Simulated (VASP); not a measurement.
Input of a VASP 6.6.1 run:

Contents of POSCAR:

```
Ga2O3
1.0
    2.6169174711      1.5108780064      4.7046999466
   -2.6169174711      1.5108780064      4.7046999466
    0.0000000000     -3.0217560128      4.7046999466
Ga O
4 6
Direct
    0.3554023483      0.3554023483      0.3554023483
    0.1445976517      0.1445976517      0.1445976517
    0.6445976517      0.6445976517      0.6445976517
    0.8554023483      0.8554023483      0.8554023483
    0.5536262452      0.9463737548      0.2500000000
    0.2500000000      0.5536262452      0.9463737548
    0.9463737548      0.2500000000      0.5536262452
    0.4463737548      0.0536262452      0.7500000000
    0.7500000000      0.4463737548      0.0536262452
    0.0536262452      0.7500000000      0.4463737548
```

INCAR.step1

```
SYSTEM = Ga2O3
  PREC = Accurate
  ENCUT = 520
  ISMEAR = 0
  SIGMA = 0.05
  LREAL = .False.
  LASPH = .True.
  NELM = 80
  NBANDS = 55
  GGA = PE
  ALGO = Normal
  EDIFF = 1E-4
  LWAVE = .True.
  LCHARG = .False.
```

File INCAR.step2:

```
SYSTEM = Ga2O3
  PREC = Accurate
  ENCUT = 520
  EDIFF = 1E-7
  ISMEAR = 0
  SIGMA = 0.05
  LREAL = .False.
  LASPH = .True.
  NELM = 80
  ALGO = Normal
  ISIF = 2
  LWAVE = .False.
  LCHARG = .False.
  METAGGA = R2SCAN
  LMIXTAU = .True.
  NBANDS = 55
  ISTART = 1
```

The input KPOINTS:

```
regular mesh
0
Gamma
  6 6 6
  0 0 0
```

Potentials or basis: VASP PAW PBE potentials, release 64 (Ga_d, O).

Command:

```sh
$ cat potpaw_PBE.64/Ga_d/POTCAR potpaw_PBE.64/O/POTCAR > POTCAR
$ cp INCAR.step1 INCAR
$ mpirun -np 1 vasp_std > vasp.out
$ cp INCAR.step2 INCAR
$ mpirun -np 1 vasp_std > vasp.out
```

What does it give for the pressure?

-24.0 GPa.

Estimate the band gap on the k mesh.

2.01 eV (least direct gap 2.21 eV).

What does it give for the largest force?

0.036 eV/Å.

Stress tensor (GPa, compression positive):
```
-24.89   0.00   0.00
  0.00 -24.89   0.00
  0.00   0.00 -22.09
```

Caveat: the cell differs from its parent crystal (strain +0.050 along x and y, +0.050 along z); the cell stands under tension; the PAW data sets were made with another functional, which shifts forces and pressure a little. A k mesh can miss the band edges.
